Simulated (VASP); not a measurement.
## Rb: single point with PBE

Rb:

```
Rb
1.0
     2.10779   -3.69090    0.00000
     2.10779    3.69090    0.00000
     0.00000    0.00000    6.84991
Rb
2
Direct
  0.83646 0.16354 0.75000
  0.16354 0.83646 0.25000
```

* Program: VASP 6.6.1
* Task: single point
* Functional: PBE
* Potentials or basis: VASP PAW PBE potentials, release 64 (Rb_sv)
* Cutoff: 520 eV
* k mesh: 10 × 10 × 6
* Occupations: gaussian, width 0.1 eV
* Spin: no spin polarisation

```yaml
Pressure: 3.9 GPa
Band_gap_on_the_k_mesh: zero (bands 9 and 10 overlap by 2.45 eV)
```

Levels at points of the mesh, in eV from the Fermi level:
| k point | band 6 | band 7 | band 8 | band 9 | band 10 | band 11 | band 12 | band 13 |
| --- | --- | --- | --- | --- | --- | --- | --- | --- |
| (0.00, 0.00, 0.00) | -12.73 | -12.73 | -12.72 | -2.72 | -0.07 | 1.36 | 3.70 | 3.86 |
| (0.50, 0.00, 0.00) | -12.91 | -12.84 | -12.79 | 0.03 | 0.46 | 0.91 | 1.42 | 2.74 |
| (0.50, 0.50, 0.00) | -12.90 | -12.85 | -12.78 | 0.04 | 0.42 | 0.96 | 1.45 | 2.60 |
| (0.00, 0.00, 0.50) | -12.76 | -12.76 | -12.76 | -1.62 | -1.62 | 2.56 | 2.56 | 3.76 |
| (0.50, 0.00, 0.50) | -12.86 | -12.85 | -12.85 | 0.12 | 0.12 | 1.56 | 1.56 | 2.59 |
| (0.50, 0.50, 0.50) | -12.85 | -12.84 | -12.84 | 0.09 | 0.09 | 1.57 | 1.57 | 2.54 |

Wall time 2.6 min on 1 thread of Intel(R) Xeon(R) Platinum 8259CL CPU @ 2.50GHz (Skylake/Cascade Lake) (shared host), peak memory 0.33 GiB.

Caveat: the cell stands under pressure.
